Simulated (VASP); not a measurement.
Wanted: the native input for a VASP 6.6.1 run.

```
Task                   : single point
Functional             : PBE
Potentials or basis    : VASP PAW PBE potentials, release 64 (O)
Cutoff                 : 520 eV
k mesh                 : 6 × 8 × 5
Occupations            : fermi-dirac, width 0.05 eV
Spin                   : collinear spin, antiferromagnetic start
Starting moments       : [0.6, -0.6, -0.6, 0.6] μB
Dipole correction      : no
Further INCAR settings : ALGO = Normal; EDIFF = 1e-06; NBANDS = 24
```

The structure of O lies in POSCAR:

```
O
1.0
   -2.3944914034      0.0000000000      3.6470501824
    0.0000000000     -3.3248318800      0.0000000000
    3.3083143032      0.0000000000      3.6470501824
O
4
Direct
    0.1301201900      0.0000000000      0.0254538300
    0.6301201900      0.5000000000      0.5254538300
    0.8698798100      0.0000000000      0.9745461700
    0.3698798100      0.5000000000      0.4745461700
```

The input as run:

INCAR

```
PREC = Accurate ; ENCUT = 520
EDIFF = 1E-6 ; ISMEAR = -1
SIGMA = 0.05 ; LREAL = F
LASPH = T ; NELM = 150
ALGO = Normal ; ISIF = 2
LWAVE = F ; LCHARG = F
ISPIN = 2 ; MAGMOM = 0.6 -0.6 -0.6 0.6
LORBIT = 11 ; GGA = PE
NBANDS = 24
```

KPOINTS

```
Automatic mesh
0
Gamma
  6 8 5
```

Potentials or basis: VASP PAW PBE potentials, release 64 (O).

Command:

```console
$ cat potpaw_PBE.64/O/POTCAR > POTCAR
$ mpirun -np 1 vasp_std > vasp.out
```

Results of the run:

The pressure is -0.2 GPa and the largest force is 0.856 eV/Å. The band gap on the k mesh is zero (filled and empty bands overlap) and the net moment is 0.00 μB per cell. The valence electrons inside the program's atomic spheres are O 4.89.

Caveat: the standard files for N, O and F lose accuracy on very short bonds; the stress differs along the axes, from -3 to 2 GPa; this functional lacks dispersion, which holds the molecules together, so the pressure and a relaxed volume are unreliable.

Run time: 2.1 min on 1 thread of Intel(R) Xeon(R) Platinum 8488C (Sapphire Rapids), on a shared host, peak memory 0.31 GiB.
